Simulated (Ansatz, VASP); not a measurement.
PtSe2 in VASP and in Ansatz

File INCAR:

```
SYSTEM = PtSe2
ALGO = Normal
DIPOL = 0.5 0.5 0.500
EDIFF = 1E-7
EDIFFG = -0.02
ENCUT = 520
GGA = PS
IBRION = 2
IDIPOL = 3
ISIF = 2
ISMEAR = 0
LASPH = .TRUE.
LCHARG = .FALSE.
LDIPOL = .TRUE.
LREAL = .FALSE.
LUSENCCL = .FALSE.
LWAVE = .FALSE.
NELM = 100
NSW = 80
PREC = Accurate
SIGMA = 0.1
```

The input KPOINTS:

```
k-points
0
G
  9 9 1
  0 0 0
```

The input POSCAR:

```
PtSe2
1.0
    3.7603063705      0.0000000000      0.0000000000
   -1.8801531853      3.2565208429      0.0000000000
    0.0000000000      0.0000000000     22.3996971942
Se Pt
4 2
Direct
    0.6666666667      0.3333333333      0.3348259548
    0.3333333333      0.6666666667      0.4480621272
    0.6666666667      0.3333333333      0.5519378728
    0.3333333333      0.6666666667      0.6651740452
    0.0000000000      0.0000000000      0.3914440410
    0.0000000000      0.0000000000      0.6085559590
```

Input for Ansatz:

```yaml
crystal:
  lattice:
    - [3.7603063705, 0.0, 0.0]
    - [-1.8801531853, 3.2565208429, 0.0]
    - [0.0, 0.0, 22.3996971942]
  atoms:
    - { symbol: Se, position: [0.6666666667, 0.3333333333, 0.3348259548] }
    - { symbol: Pt, position: [0.0, 0.0, 0.391444041] }
    - { symbol: Se, position: [0.3333333333, 0.6666666667, 0.4480621272] }
    - { symbol: Se, position: [0.6666666667, 0.3333333333, 0.5519378728] }
    - { symbol: Pt, position: [0.0, 0.0, 0.608555959] }
    - { symbol: Se, position: [0.3333333333, 0.6666666667, 0.6651740452] }
basis:
  ecutwfc: 420
kpoints:
  mp_grid: { grid: [9, 9, 1] }
hamiltonian:
  xc: pbesol
scf:
  occupations: { method: gaussian, width: 0.1 }
output:
  forces: true
  eigenvalues: true
  write_density: true
  write_potential: true
  elf: true
  volumetric_format: npy
relax:
  adjacent_minimum: "off"
  f_tol: 0.02
  max_steps: 60
efield:
  axis: 3
  dipole_correction: true
  ramp_width: 0.04
```

Alike in both runs: task relaxation of the atoms; functional PBEsol; k mesh 9 × 9 × 1; occupations gaussian, width 0.1 eV; no spin polarisation.

```csv
,VASP,Ansatz
version,VASP 6.6.1,Ansatz 0.2.0
potentials or method,"VASP PAW PBE potentials, release 64 (Se, Pt), cutoff 520 eV","scalar-relativistic, plane waves, PAW"
valence electrons in the cell,44,100
```

VASP gave:

| Quantity | Value |
| --- | --- |
| gap on the k mesh at the Fermi level, each at its own relaxed structure (eV) | 0.31 |

Task: Estimate Ansatz's values.

Result: gap on the k mesh at the Fermi level, each at its own relaxed structure (eV): 0.33.

VASP's potentials were made for PBE, not for PBEsol. VASP's potentials hold 44 valence electrons a cell and Ansatz's 100, so a difference there can come from the potentials and not from the codes.

Neither program's run includes spin-orbit coupling.
